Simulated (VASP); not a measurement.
# GaSb (I-4m2) in VASP: vibrations by perturbation theory with PBEsol

Aim: the vibrations by perturbation theory of GaSb with PBEsol.

All numbers are computed with VASP 6.6.1; they aren't measurements. Logs are shortened: lines on timing, memory, paths and dates and some standing lists are left out, and cuts for length are marked.

### Step 1. The cell of the first run

The structure is tetragonal, space group I-4m2 (No. 119). The conventional cell has a = 5.507 Å, b = 5.507 Å, c = 3.181 Å, α = 90.00°, β = 90.00°, γ = 90.00°. Ga (site symmetry -4m2) has 8 Sb at 2.87 to 3.64 Å and 2 Ga at 3.18 Å within 3.8 Å. Sb (site symmetry -4m2) has 8 Ga at 2.87 to 3.64 Å and 2 Sb at 3.18 Å within 3.8 Å.

### Step 2. Vibrations by perturbation theory, PBEsol

INCAR

```
SYSTEM = GaSb
PREC = Accurate ; ENCUT = 520
EDIFF = 1E-8 ; ISMEAR = -1
SIGMA = 0.05 ; LREAL = .FALSE.
LASPH = .TRUE. ; NELM = 80
ALGO = Normal ; ISIF = 2
LWAVE = .FALSE. ; LCHARG = .TRUE.
GGA = PS ; IBRION = 8
NSW = 1
```

KPOINTS

```
regular mesh
0
G
  6 6 6
  0 0 0
```

POSCAR

```
GaSb
1.0
   -2.7534340000      2.7534340000      1.5907070000
    2.7534340000     -2.7534340000      1.5907070000
    2.7534340000      2.7534340000     -1.5907070000
Ga Sb
1 1
Direct
    0.2500000000      0.7500000000      0.5000000000
    0.0000000000      0.0000000000      0.0000000000
```

Potentials or basis: VASP PAW PBE potentials, release 64 (Ga_d, Sb).

On the command line:

```bash
cat potpaw_PBE.64/Ga_d/POTCAR potpaw_PBE.64/Sb/POTCAR > POTCAR
mpirun -np 1 vasp_std > vasp.out
```

OUTCAR:

```text
SYSTEM = GaSb
   PREC = Accurate
   ENCUT = 520
   EDIFF = 1E-8
   ISMEAR = -1
   LREAL = .FALSE.
   LASPH = .TRUE.
   NELM = 80
   ISIF = 2
   GGA = PS
   IBRION = 8
   NSW = 1

 ion  position               nearest neighbor table
   1  0.250  0.750  0.500-   2 2.87   2 2.87   2 2.87   2 2.87
   2  0.000  0.000  0.000-   1 2.87   1 2.87   1 2.87   1 2.87

  LATTYP: Found a body centered tetragonal cell.
 ALAT       =     5.5068680000
 C/A-ratio  =     0.5777174975

  Lattice vectors:

 A1 = (  -2.7534340000,   2.7534340000,   1.5907070000)
 A2 = (   2.7534340000,  -2.7534340000,   1.5907070000)
 A3 = (   2.7534340000,   2.7534340000,  -1.5907070000)

Analysis of symmetry for initial positions (statically):
=====================================================================
 Subroutine PRICEL returns:
 Original cell was already a primitive cell.

 Routine SETGRP: Setting up the symmetry group for a
 body centered tetragonal supercell.

 Subroutine GETGRP returns: Found  8 space group operations
 (whereof  8 operations were pure point group operations)
 out of a pool of 16 trial point group operations.

The static configuration has the point symmetry D_2d.

Analysis of symmetry for dynamics (positions and initial velocities):
=====================================================================
 Subroutine PRICEL returns:
 Original cell was already a primitive cell.

 Routine SETGRP: Setting up the symmetry group for a
 body centered tetragonal supercell.

 Subroutine GETGRP returns: Found  8 space group operations
 (whereof  8 operations were pure point group operations)
 out of a pool of 16 trial point group operations.

The dynamic configuration has the point symmetry D_2d.

 Subroutine INISYM returns: Found  8 space group operations
 (whereof  8 operations are pure point group operations),
 and found     1 'primitive' translations

----------------------------------------------------------------------------------------

                                     Primitive cell

  volume of cell :      48.2391

  direct lattice vectors                    reciprocal lattice vectors
    -2.753434000  2.753434000  1.590707000     0.000000000  0.181591424  0.314325643
     2.753434000 -2.753434000  1.590707000     0.181591424  0.000000000  0.314325643
     2.753434000  2.753434000 -1.590707000     0.181591424  0.181591424  0.000000000

  length of vectors
     4.206322187  4.206322187  4.206322187     0.363009717  0.363009717  0.256809054

  position of ions in fractional coordinates (direct lattice)
     0.250000000  0.750000000  0.500000000
     0.000000000  0.000000000  0.000000000

  ion indices of the primitive-cell ions
   primitive index   ion index
                 1           1
                 2           2

----------------------------------------------------------------------------------------

 KPOINTS: regular mesh

Automatic generation of k-mesh.
 Grid dimensions read from file:
 generate k-points for:    6    6    6

 Generating k-lattice:

  Cartesian coordinates                     Fractional coordinates (reciprocal lattice)
     0.000000000  0.030265237  0.052387607     0.166666667  0.000000000  0.000000000
     0.030265237  0.000000000  0.052387607     0.000000000  0.166666667  0.000000000
     0.030265237  0.030265237  0.000000000     0.000000000  0.000000000  0.166666667

  Length of vectors
     0.060501620  0.060501620  0.042801509

  Shift w.r.t. Gamma in fractional coordinates (k-lattice)
     0.000000000  0.000000000  0.000000000

 Subroutine IBZKPT returns following result:
 ===========================================

[... 85 lines left out ...]

 number of electron      17.9999994 magnetization

 Free energy of the ion-electron system (eV)
  ---------------------------------------------------
  ext. energy  EPLUGINS =         0.00000000
  ---------------------------------------------------
  free energy    TOTEN  =        -7.84356718 eV

  energy without entropy =       -7.83650483  energy(sigma->0) =       -7.84003600

 E-fermi :   6.5764     XC(G=0): -10.3599

 val. band max:        6.5198768722   @ k =   0.3333   0.1667   0.0000
 cond. band min:       6.8410818847   @ k =   0.3333   0.0000   0.0000
 fundamental gap:      0.3212050125
 Fermi energy:         6.5764179271

 k-point     1 :       0.0000    0.0000    0.0000
  band No.  band energies     occupation
      1      -8.4562      2.00000
      2      -8.3672      2.00000
      3      -8.3599      2.00000
      4      -8.3421      2.00000
      5      -8.3421      2.00000
      6      -5.5432      2.00000
      7       3.4640      2.00000
      8       4.5579      2.00000
      9       4.5579      2.00000
     10       9.8171      0.00000
     11      11.3784      0.00000
     12      13.5129      0.00000
     13      13.5129      0.00000
[... 354 lines left out ...]
  band No.  band energies     occupation
      1      -8.4014      2.00000
      2      -8.3985      2.00000
      3      -8.3839      2.00000
      4      -8.3364      2.00000
      5      -8.3230      2.00000
      6      -2.1887      2.00000
      7       1.7104      2.00000
      8       3.7707      2.00000
      9       4.7602      2.00000
     10       5.8029      2.00000
     11       7.2184      0.00001
     12       9.6879      0.00000
     13      10.9631      0.00000

 [... further k-points ...]

------------------------ aborting loop because EDIFF is reached ----------------------------------------

  FORCE on cell =-STRESS in cart. coord.  units (eV):
  Direction    XX          YY          ZZ          XY          YZ          ZX
  --------------------------------------------------------------------------------------
  -------------------------------------------------------------------------------------
  Total       -0.4599873     -0.4599873     -1.3882219      0.0000000      0.0000000      0.0000000
  in kB      -15.2776619    -15.2776619    -46.1073271      0.0000000      0.0000000      0.0000000
  external PRESSURE =     -25.5542170 kB  Pullay stress =       0.0000000 kB

 VOLUME and BASIS-vectors are now :
 -----------------------------------------------------------------------------
  energy-cutoff  :      520.00
  volume of cell :       48.24
      direct lattice vectors                 reciprocal lattice vectors
    -2.753434000  2.753434000  1.590707000     0.000000000  0.181591424  0.314325643
     2.753434000 -2.753434000  1.590707000     0.181591424  0.000000000  0.314325643
     2.753434000  2.753434000 -1.590707000     0.181591424  0.181591424  0.000000000

 POSITION                                       TOTAL-FORCE (eV/Angst)
 -----------------------------------------------------------------------------------
      2.75343      0.00000      0.79535        -0.000000      0.000000      0.000000
      0.00000      0.00000      0.00000         0.000000     -0.000000     -0.000000
 -----------------------------------------------------------------------------------
    total drift:                                0.000000     -0.000000     -0.000000

  FREE ENERGIE OF THE ION-ELECTRON SYSTEM (eV)
  ---------------------------------------------------
  free  energy   TOTEN  =        -7.8435671808 eV

  energy  without entropy=       -7.8365048271  energy(sigma->0) =       -7.84003600

[... ionic steps 2 to 3 ...]

--------------------------------------- Ionic step        4  -------------------------------------------

------------------------ aborting loop because EDIFF is reached ----------------------------------------
[... 11 lines left out ...]
[... ionic steps 8 to 8 ...]

--------------------------------------- Ionic step        9  -------------------------------------------

 Free energy of the ion-electron system (eV)
  ---------------------------------------------------
  ---------------------------------------------------
  free energy    TOTEN  =        -0.01667976 eV

  energy without entropy =       -0.01667976

------------------------ aborting loop because EDIFF is reached ----------------------------------------

 INTERNAL STRAIN TENSOR  FOR ION    2  DIRECTION 3   (eV/Angst):
 -----------------------------------------------------------------------------
     3.30257  0.00000  0.00000
     0.00000 -3.30317  0.00000
     0.00000  0.00000  0.00514

 INTERNAL STRAIN TENSOR FOR ION    2 for displacements in x,y,z  (eV/Angst):
          X           Y           Z          XY          YZ          ZX
  --------------------------------------------------------------------------------
  x     0.00000     0.00000     0.00000     0.00000     0.00000     1.33960
  y     0.00000     0.00000     0.00000     0.00000    -1.58083     0.00000
  z     3.30287    -3.30287     0.00000     0.00000     0.00000     0.00000

 SECOND DERIVATIVES (NOT SYMMETRIZED)
 ------------------------------------
               1X          1Y          1Z          2X          2Y          2Z
  1X    -3.087266    0.000000    0.000000    3.087266    0.000000    0.000000
  1Y     0.000000   -3.087266    0.000000    0.000000    3.087266    0.000000
  1Z     0.000000    0.000000    0.114212    0.000000    0.000000   -0.114212
  2X     3.114798    0.000000    0.000000   -3.114798    0.000000    0.000000
  2Y     0.000000    3.114798    0.000000    0.000000   -3.114798    0.000000
  2Z     0.000000    0.000000   -0.094304    0.000000    0.000000    0.094304

 Eigenvectors and eigenvalues of the dynamical matrix
 ----------------------------------------------------

   1 f  =    4.132131 THz    25.962943 2PiTHz  137.833042 cm-1    17.089112 meV
             X         Y         Z           dx          dy          dz
      2.753434  0.000000  0.795354     0.000000    0.796116    0.000000
      0.000000  0.000000  0.000000     0.000000   -0.605144    0.000000
[... 21 lines left out ...]
   6 f/i=    0.768656 THz     4.829605 2PiTHz   25.639590 cm-1     3.178903 meV
             X         Y         Z           dx          dy          dz
      2.753434  0.000000  0.795354     0.000000    0.000000   -0.823554
      0.000000  0.000000  0.000000     0.000000    0.000000    0.567239

--------------------------------------------------------------------------------------------------------

 ELASTIC MODULI CONTR FROM IONIC RELAXATION (kBar)
 Direction    XX          YY          ZZ          XY          YZ          ZX
 --------------------------------------------------------------------------------
 XX           0.0000      0.0000      0.0000      0.0000      0.0000      0.0000
 YY           0.0000      0.0000      0.0000      0.0000      0.0000      0.0000
 ZZ           0.0000      0.0000      0.0000      0.0000      0.0000      0.0000
 XY           0.0000      0.0000      0.0000      0.0000      0.0000      0.0000
 YZ           0.0000      0.0000      0.0000      0.0000    -24.0668      0.0000
 ZX           0.0000      0.0000      0.0000      0.0000      0.0000    -21.6745
 --------------------------------------------------------------------------------
```

Run time: 6.8 min. Hardware: 1 thread of Intel Xeon 8259CL, shared host; peak memory 0.31 GiB.

Results:

* Highest phonon frequency at Γ, LO-TO splitting left out: 138 cm⁻¹
* Most unstable mode: 26i cm⁻¹

Phonon frequencies in cm⁻¹ (negative: imaginary):
```tsv
q point	frequencies
(0.000, 0.000, 0.000)	-26 0 0 1 138 138
```

Caveat: the k points lie up to 0.38 Å⁻¹ apart; the cell stands under pressure or tension, which shifts response properties; some modes are imaginary; the PAW data sets were made with another functional, which shifts forces and pressure a little; spin-orbit coupling is left out, which moves the levels of the heavy elements.
